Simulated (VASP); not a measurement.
# CoSi2 (Fm-3m) in VASP: notebook

Runs on CoSi2. Level: PBE. Tasks: single point, relaxation of cell and atoms.

Program: VASP 6.6.1. These are calculated values, not measurements. Logs are shortened: lines on timing, memory, paths and dates and some standing lists are left out, and cuts for length are marked.

## (1) The cell of the first run

It takes space group Fm-3m (No. 225, cubic). The conventional cell has a = 5.413 Å, b = 5.413 Å, c = 5.413 Å, α = 90.00°, β = 90.00°, γ = 90.00°. Co (site symmetry m-3m) has 8 Si at 2.34 Å within 3.1 Å. Si (site symmetry -43m) has 4 Co at 2.34 Å and 6 Si at 2.71 Å within 3.1 Å.

## (2) Single point, PBE (13.22 Å³/atom)

Contents of INCAR:

```
SYSTEM = CoSi2
ALGO = Normal
EDIFF = 1E-6
ENCUT = 520
GGA = PE
ISIF = 2
ISMEAR = 0
LASPH = .TRUE.
LCHARG = .FALSE.
LREAL = .FALSE.
LWAVE = .FALSE.
NBANDS = 16
NELM = 60
PREC = Accurate
SIGMA = 0.1
```

Contents of KPOINTS:

```
k-points
0
G
  14 14 14
  0 0 0
```

Contents of POSCAR:

```
CoSi2
1.0
    0.0000000000      2.7064575405      2.7064575405
    2.7064575405      0.0000000000      2.7064575405
    2.7064575405      2.7064575405      0.0000000000
Co Si
1 2
Direct
    0.0000000000      0.0000000000      0.0000000000
    0.2500000000      0.2500000000      0.2500000000
    0.7500000000      0.7500000000      0.7500000000
```

Potentials or basis: VASP PAW PBE potentials, release 64 (Co, Si).

Launch:

```sh
cat potpaw_PBE.64/Co/POTCAR potpaw_PBE.64/Si/POTCAR > POTCAR
mpirun -np 1 vasp_std > vasp.out
```

OUTCAR:

```text
SYSTEM = CoSi2
   EDIFF = 1E-6
   ENCUT = 520
   GGA = PE
   ISIF = 2
   ISMEAR = 0
   LASPH = .TRUE.
   LREAL = .FALSE.
   NELM = 60
   PREC = Accurate

 ion  position               nearest neighbor table
   1  0.000  0.000  0.000-   3 2.34   3 2.34   3 2.34   2 2.34   2 2.34   2 2.34   3 2.34   2 2.34

   2  0.250  0.250  0.250-   1 2.34   1 2.34   1 2.34   1 2.34   3 2.71   3 2.71   3 2.71   3 2.71
                             3 2.71   3 2.71
   3  0.750  0.750  0.750-   1 2.34   1 2.34   1 2.34   1 2.34   2 2.71   2 2.71   2 2.71   2 2.71
                             2 2.71   2 2.71

  LATTYP: Found a face centered cubic cell.
 ALAT       =     5.4129150810

  Lattice vectors:

 A1 = (   0.0000000000,   2.7064575405,   2.7064575405)
 A2 = (   2.7064575405,   0.0000000000,   2.7064575405)
 A3 = (   2.7064575405,   2.7064575405,   0.0000000000)

Analysis of symmetry for initial positions (statically):
=====================================================================
 Subroutine PRICEL returns:
 Original cell was already a primitive cell.

 Routine SETGRP: Setting up the symmetry group for a
 face centered cubic supercell.

 Subroutine GETGRP returns: Found 48 space group operations
 (whereof 48 operations were pure point group operations)
 out of a pool of 48 trial point group operations.

The static configuration has the point symmetry O_h .

Analysis of symmetry for dynamics (positions and initial velocities):
=====================================================================
 Subroutine PRICEL returns:
 Original cell was already a primitive cell.

 Routine SETGRP: Setting up the symmetry group for a
 face centered cubic supercell.

 Subroutine GETGRP returns: Found 48 space group operations
 (whereof 48 operations were pure point group operations)
 out of a pool of 48 trial point group operations.

The dynamic configuration has the point symmetry O_h .

 Subroutine INISYM returns: Found 48 space group operations
 (whereof 48 operations are pure point group operations),
 and found     1 'primitive' translations

----------------------------------------------------------------------------------------

                                     Primitive cell

  volume of cell :      39.6491

[... 88 lines left out ...]
   ENCUT  =  520.0 eV  38.22 Ry    6.18 a.u.   7.12  7.12  7.12*2*pi/ulx,y,z
   NELM   =     60;   NELMIN=  2; NELMDL= -5     # of ELM steps
   EDIFF  = 0.1E-05   stopping-criterion for ELM
   LREAL  =      F    real-space projection
   EDIFFG = 0.1E-04   stopping-criterion for IOM
   NSW    =      0    number of steps for IOM
   IBRION =     -1    ionic relax: 0-MD 1-quasi-New 2-CG
   NFREE  =      0    steps in history (QN), initial steepest desc. (CG)
   ISIF   =      2    stress and relaxation
   ISYM   =      2    0-nonsym 1-usesym 2-fastsym
   POTIM  = 0.5000    time-step for ionic-motion
   TEBEG  =    0.0;   TEEND  =   0.0 temperature during run
   PSTRESS=    0.0 pullay stress
   NELECT =      17.0000    total number of electrons
   NUPDOWN=      -1.0000    fix difference up-down
   EMIN   =  10.00;   EMAX   =-10.00  energy-range for DOS
   EFERMI =   0.00;   METHOD = LEGACY
   ISMEAR =     0;   SIGMA  =   0.10  broadening in eV -4-tet -1-fermi 0-gaus
   EFERMI_NEDOS =   21; number of points for ismear=-14 and -15
   IALGO  =     38    algorithm
   IMIX   =      4    mixing-type and parameters
     AMIX     =   0.40;   BMIX     =  1.00
     AMIX_MAG =   1.60;   BMIX_MAG =  1.00
  volume/ion in A,a.u.               =      13.22        89.19
  Fermi-wavevector in a.u.,A,eV,Ry     =   1.234468  2.332807 20.734079  1.523912
  Thomas-Fermi vector in A             =   2.369157
   LORBIT       =      0    0 simple, 1 ext, 2 COOP (PROOUT), +10 PAW based schemes
   GGA     = PE    functional components
   LHFCALC =     F    Hartree Fock is set to
   AEXX    =    0.0000 exact exchange contribution
   IVDW    =     0    specifies the selected vdW correction
   LEPSILON=     F    determine dielectric tensor
   LRPA    =     F    only Hartree local field effects (RPA)
 non-spin polarized calculation
 Gauss-broadening in eV      SIGMA  =   0.10
  energy-cutoff  :      520.00
  volume of cell :       39.65
 maximum number of plane-waves:      1090
   NGX = 15   NGY = 15   NGZ = 15

 number of electron      16.9999992 magnetization

 Free energy of the ion-electron system (eV)
  ---------------------------------------------------
  ext. energy  EPLUGINS =         0.00000000
  ---------------------------------------------------
  free energy    TOTEN  =       -19.27818709 eV

  energy without entropy =      -19.27289477  energy(sigma->0) =      -19.27554093

 E-fermi :   9.6812     XC(G=0): -11.6010

 val. band max:        9.6766721282   @ k =   0.4286   0.2143   0.0714
 cond. band min:       9.7042582216   @ k =  -0.2857   0.2143   0.0714
 fundamental gap:      0.0275860934
 Fermi energy:         9.6811971652

 k-point     1 :       0.0000    0.0000    0.0000
  band No.  band energies     occupation
      1      -3.2103      2.00000
      2       5.7337      2.00000
      3       5.7337      2.00000
      4       5.7337      2.00000
      5       7.8660      2.00000
      6       7.8660      2.00000
[... 433 lines left out ...]
      3       5.8615      2.00000
      4       5.9382      2.00000
      5       7.0569      2.00000
      6       8.0321      2.00000
[... 8 lines left out ...]
     15      17.8773      0.00000
     16      18.0890      0.00000

 [... further k-points ...]

------------------------ aborting loop because EDIFF is reached ----------------------------------------

  FORCE on cell =-STRESS in cart. coord.  units (eV):
  Direction    XX          YY          ZZ          XY          YZ          ZX
  --------------------------------------------------------------------------------------
  -------------------------------------------------------------------------------------
  Total       -1.2763824     -1.2763824     -1.2763824      0.0000000      0.0000000     -0.0000000
  in kB      -51.5771986    -51.5771986    -51.5771986      0.0000000      0.0000000     -0.0000000
  external PRESSURE =     -51.5771986 kB  Pullay stress =       0.0000000 kB

 VOLUME and BASIS-vectors are now :
 -----------------------------------------------------------------------------
  energy-cutoff  :      520.00
  volume of cell :       39.65
      direct lattice vectors                 reciprocal lattice vectors
     0.000000000  2.706457541  2.706457541    -0.184743338  0.184743338  0.184743338
     2.706457541  0.000000000  2.706457541     0.184743338 -0.184743338  0.184743338
     2.706457541  2.706457541  0.000000000     0.184743338  0.184743338 -0.184743338

 POSITION                                       TOTAL-FORCE (eV/Angst)
 -----------------------------------------------------------------------------------
      0.00000      0.00000      0.00000         0.000000      0.000000      0.000000
      1.35323      1.35323      1.35323         0.000000     -0.000000      0.000000
      4.05969      4.05969      4.05969        -0.000000     -0.000000     -0.000000
 -----------------------------------------------------------------------------------
    total drift:                               -0.000000     -0.000000      0.000000

  FREE ENERGIE OF THE ION-ELECTRON SYSTEM (eV)
  ---------------------------------------------------
  free  energy   TOTEN  =       -19.2781870932 eV

  energy  without entropy=      -19.2728947687  energy(sigma->0) =      -19.27554093
```

It took 37 s on 1 thread of Intel Xeon Platinum 8559C (Emerald Rapids), shared host; peak memory 0.2 GiB.

What came out:

| Item | Value |
| --- | --- |
| Free energy | -19.2782 eV |
| Pressure | -5.2 GPa |
| Band gap on the k mesh | zero (an odd number of electrons rules out a gap without spin polarisation) |

Caveat: the cell stands under tension; the run has no spin polarisation, though such a crystal can be magnetic.

## (3) Single point, PBE (13.60 Å³/atom)

This run uses another cell than the first one, of 13.60 Å³/atom.

Contents of INCAR:

```
  PREC = Accurate
  ENCUT = 520
  EDIFF = 1E-6
  ISMEAR = 0
  SIGMA = 0.1
  LREAL = False
  LASPH = True
  NELM = 100
  ALGO = Normal
  ISIF = 2
  LWAVE = False
  LCHARG = False
  GGA = PE
  NBANDS = 16
```

Contents of KPOINTS:

```
Automatic mesh
0
Gamma
  14 14 14
```

Contents of POSCAR:

```
CoSi2
1.0
    0.0000000000      2.7324827672      2.7324827672
    2.7324827672      0.0000000000      2.7324827672
    2.7324827672      2.7324827672      0.0000000000
Co Si
1 2
Direct
    0.0000000000      0.0000000000      0.0000000000
    0.2500000000      0.2500000000      0.2500000000
    0.7500000000      0.7500000000      0.7500000000
```

Potentials or basis: VASP PAW PBE potentials, release 64 (Co, Si).

Launch:

```sh
cat potpaw_PBE.64/Co/POTCAR potpaw_PBE.64/Si/POTCAR > POTCAR
mpirun -np 1 vasp_std > vasp.out
```

Wall time 49 s (1 thread of Intel Xeon Platinum 8559C (Emerald Rapids), shared host); peak memory 0.21 GiB.

The run converged. Its results:

| Quantity | Value |
| --- | --- |
| Free energy | -19.2263 eV |
| Pressure | -9.3 GPa |
| Band gap on the k mesh | zero (an odd number of electrons rules out a gap without spin polarisation) |

Levels at points of the mesh, in eV from the Fermi level:
```tsv
k point	band 5	band 6	band 7	band 8	band 9	band 10	band 11	band 12	band 13	band 14
(0.00, 0.00, 0.00)	-1.73	-1.73	0.17	3.17	3.17	3.17	3.42	3.42	3.42	5.42
(0.50, 0.00, 0.00)	-2.04	-1.48	-1.48	-0.45	-0.45	2.49	3.22	3.22	3.84	10.08
(0.50, 0.50, 0.00)	-3.49	-1.80	-1.80	-1.75	-1.21	1.33	2.89	8.48	8.98	8.98
```

Caveat: the cell stands under tension; the run has no spin polarisation, though such a crystal can be magnetic. Spin polarisation is off, so any magnetic state and its effect on volume and gap are missing.

## (4) Single point, PBE (14.11 Å³/atom)

This run uses another cell than the first one, of 14.11 Å³/atom.

Contents of INCAR:

```
PREC     = Accurate       # precision mode
ENCUT    = 520            # plane-wave cutoff, eV
EDIFF    = 1E-6           # SCF threshold, eV
ISMEAR   = 0              # smearing method
SIGMA    = 0.1            # smearing width, eV
LREAL    = F              # projectors in reciprocal space
LASPH    = T              # aspherical terms in the spheres
NELM     = 80             # most SCF steps
ALGO     = Normal         # electronic algorithm
ISIF     = 2              # what is computed and relaxed
LWAVE    = F              # write WAVECAR
LCHARG   = F              # write CHGCAR
GGA      = PE             # functional
NBANDS   = 16             # bands
```

KPOINTS is that of step 3.

Contents of POSCAR:

```
CoSi2
1.0
    0.0000000000      2.7664301236      2.7664301236
    2.7664301236      0.0000000000      2.7664301236
    2.7664301236      2.7664301236      0.0000000000
Co Si
1 2
Direct
    0.0000000000      0.0000000000      0.0000000000
    0.2500000000      0.2500000000      0.2500000000
    0.7500000000      0.7500000000      0.7500000000
```

Potentials or basis: VASP PAW PBE potentials, release 64 (Co, Si).

Launch:

```sh
cat potpaw_PBE.64/Co/POTCAR potpaw_PBE.64/Si/POTCAR > POTCAR
mpirun -np 1 vasp_std > vasp.out
```

OUTCAR:

```text
PREC = Accurate
   ENCUT = 520
   EDIFF = 1E-6
   ISMEAR = 0
   LREAL = F
   LASPH = T
   NELM = 80
   ISIF = 2
   GGA = PE

 ion  position               nearest neighbor table
   1  0.000  0.000  0.000-   3 2.40   3 2.40   3 2.40   2 2.40   3 2.40   2 2.40   2 2.40   2 2.40

   2  0.250  0.250  0.250-   1 2.40   1 2.40   1 2.40   1 2.40   3 2.77   3 2.77   3 2.77   3 2.77
                             3 2.77   3 2.77
   3  0.750  0.750  0.750-   1 2.40   1 2.40   1 2.40   1 2.40   2 2.77   2 2.77   2 2.77   2 2.77
                             2 2.77   2 2.77

[... 653 lines left out ...]
  FORCE on cell =-STRESS in cart. coord.  units (eV):
  Direction    XX          YY          ZZ          XY          YZ          ZX
  --------------------------------------------------------------------------------------
  -------------------------------------------------------------------------------------
  Total       -3.6186825     -3.6186825     -3.6186825      0.0000000      0.0000000     -0.0000000
  in kB     -136.9215973   -136.9215973   -136.9215973      0.0000000      0.0000000     -0.0000000
  external PRESSURE =    -136.9215973 kB  Pullay stress =       0.0000000 kB

 VOLUME and BASIS-vectors are now :
 -----------------------------------------------------------------------------
  energy-cutoff  :      520.00
  volume of cell :       42.34
      direct lattice vectors                 reciprocal lattice vectors
     0.000000000  2.766430124  2.766430124    -0.180738344  0.180738344  0.180738344
     2.766430124  0.000000000  2.766430124     0.180738344 -0.180738344  0.180738344
     2.766430124  2.766430124  0.000000000     0.180738344  0.180738344 -0.180738344

 POSITION                                       TOTAL-FORCE (eV/Angst)
 -----------------------------------------------------------------------------------
      0.00000      0.00000      0.00000         0.000000     -0.000000     -0.000000
      1.38322      1.38322      1.38322        -0.000000     -0.000000      0.000000
      4.14965      4.14965      4.14965         0.000000      0.000000      0.000000
 -----------------------------------------------------------------------------------
    total drift:                                0.000000     -0.000000     -0.000000

  FREE ENERGIE OF THE ION-ELECTRON SYSTEM (eV)
  ---------------------------------------------------
  free  energy   TOTEN  =       -19.1155591660 eV

  energy  without entropy=      -19.1096868542  energy(sigma->0) =      -19.11262301
```

OSZICAR:

```text
N       E                     dE             d eps       ncg     rms          rms(c)
DAV:   1     0.578419608311E+02    0.57842E+02   -0.66971E+03  3344   0.998E+02
DAV:   2    -0.173761691443E+02   -0.75218E+02   -0.67077E+02  3672   0.195E+02
DAV:   3    -0.205008179442E+02   -0.31246E+01   -0.30474E+01  4384   0.438E+01
DAV:   4    -0.205574726559E+02   -0.56655E-01   -0.56600E-01  3952   0.566E+00
DAV:   5    -0.205592371834E+02   -0.17645E-02   -0.17644E-02  4504   0.104E+00    0.135E+01
DAV:   6    -0.257862151543E+02   -0.52270E+01   -0.28898E+01  3464   0.109E+02    0.215E+01
DAV:   7    -0.191358050391E+02    0.66504E+01   -0.12812E+01  4152   0.844E+01    0.281E+00
DAV:   8    -0.191520282804E+02   -0.16223E-01   -0.10469E+00  4288   0.819E+00    0.206E+00
DAV:   9    -0.191163920907E+02    0.35636E-01   -0.13222E-01  3752   0.613E+00    0.565E-01
DAV:  10    -0.191159573295E+02    0.43476E-03   -0.10738E-02  4560   0.187E+00    0.235E-01
DAV:  11    -0.191155110874E+02    0.44624E-03   -0.17242E-03  4208   0.754E-01    0.495E-02
DAV:  12    -0.191155726711E+02   -0.61584E-04   -0.19750E-04  4216   0.111E-01    0.347E-02
DAV:  13    -0.191155590784E+02    0.13593E-04   -0.25190E-05  4584   0.881E-02    0.111E-02
DAV:  14    -0.191155591660E+02   -0.87645E-07   -0.31825E-06  3704   0.143E-02
   1 F= -.19115559E+02 E0= -.19112623E+02  d E =-.587231E-02
```

stdout:

```text
POSCAR found type information on POSCAR CoSi
 POSCAR found :  2 types and       3 ions
 scaLAPACK will be used
 LDA part: xc-table for (Slater+PW92), standard interpolation
 POSCAR, INCAR and KPOINTS ok, starting setup
 FFT: planning ... GRIDC
 FFT: planning ... GRID_SOFT
 FFT: planning ... GRID
 WAVECAR not read
 entering main loop
```

It took 44 s on 1 thread of Intel Xeon Platinum 8559C (Emerald Rapids), shared host; peak memory 0.21 GiB.

What came out:

| Property | Result |
| --- | --- |
| Free energy | -19.1156 eV |
| Pressure | -13.7 GPa |
| Band gap on the k mesh | zero (an odd number of electrons rules out a gap without spin polarisation) |

Levels at points of the mesh, in eV from the Fermi level:
| k point | band 6 | band 7 | band 8 | band 9 | band 10 | band 11 | band 12 | band 13 |
| --- | --- | --- | --- | --- | --- | --- | --- | --- |
| (0.00, 0.00, 0.00) | -1.61 | -0.15 | 3.04 | 3.04 | 3.04 | 3.41 | 3.41 | 3.41 |
| (0.50, 0.00, 0.00) | -1.38 | -1.38 | -0.42 | -0.42 | 2.37 | 3.12 | 3.12 | 3.55 |
| (0.50, 0.50, 0.00) | -1.71 | -1.71 | -1.64 | -1.13 | 1.20 | 2.88 | 8.44 | 8.64 |

Caveat: the cell stands under tension; the run has no spin polarisation, though such a crystal can be magnetic. Spin polarisation is off, so any magnetic state and its effect on volume and gap are missing.

(Part 1 of 2 ends here.)
